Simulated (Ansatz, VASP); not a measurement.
V: VASP beside Ansatz

```
CELL_PARAMETERS angstrom
-1.51435 1.51435 1.51435
1.51435 -1.51435 1.51435
1.51435 1.51435 -1.51435
ATOMIC_POSITIONS crystal
V 0.00000 0.00000 0.00000
```

Alike in both runs: task single point; functional PBE; k mesh 12 × 12 × 12; occupations fermi-dirac, width 0.05 eV; no spin polarisation.

```csv
,VASP,Ansatz
version,VASP 6.6.1,Ansatz 0.2.0
potentials or method,"VASP PAW PBE potentials, release 64 (V_sv)",Ansatz PAW
plane-wave cutoff (eV),520,420
valence electrons in the cell,13,13
```

```csv
,VASP,Ansatz,Ansatz less VASP
gap on the k mesh at the Fermi level (eV),none,none,-
pressure (GPa),-5.2,-5.4,-0.18
```

A gap of «none» marks a metal or a gap that the smearing closes. The functional is the same, so the differences come from potentials, cutoffs and numerics.
